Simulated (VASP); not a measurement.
Input of a VASP 6.6.1 run:

File INCAR:

```
SYSTEM = Ti3Ag
ALGO = Fast ; EDIFF = 1E-7
EDIFFG = -0.001 ; ENCUT = 600
GGA = CA ; IBRION = 2
ISIF = 4 ; ISMEAR = -1
LASPH = .TRUE. ; LCHARG = .FALSE.
LREAL = .FALSE. ; LWAVE = .FALSE.
NELM = 60 ; NSW = 80
PREC = Accurate ; SIGMA = 0.15
```

The input KPOINTS:

```
k-points
0
G
  10 10 10
  0 0 0
```

Contents of POSCAR:

```
Ti3Ag
1.0
    4.0200065375      0.0000000000      0.0000000000
    0.0000000000      4.0200065375      0.0000000000
    0.0000000000      0.0000000000      4.0199363402
Ti Ag
3 1
Direct
    0.0000000000      0.5000000000      0.5000000000
    0.5000000000      0.0000000000      0.5000000000
    0.5000000000      0.5000000000      0.0000000000
    0.0000000000      0.0000000000      0.0000000000
```

Potentials or basis: VASP PAW LDA potentials, release 64 (Ti_sv, Ag).

The run is started by

```sh
$ cat potpaw_LDA.64/Ti_sv/POTCAR potpaw_LDA.64/Ag/POTCAR > POTCAR
$ mpirun -np 1 vasp_std > vasp.out
```

Estimate the band gap on the k mesh.

zero (an odd number of electrons rules out a gap without spin polarisation).

Final structure:
```yaml
crystal:
  lattice:
    - [4.02001, 0.00000, 0.00000]
    - [0.00000, 4.02001, 0.00000]
    - [0.00000, 0.00000, 4.01994]
  atoms:
    - { symbol: Ti, position: [0.00000, 0.50000, 0.50000] }
    - { symbol: Ti, position: [0.50000, 0.00000, 0.50000] }
    - { symbol: Ti, position: [0.50000, 0.50000, 0.00000] }
    - { symbol: Ag, position: [0.00000, 0.00000, 0.00000] }
```

Caveat: the relaxation stopped at its first step, so nothing moved.
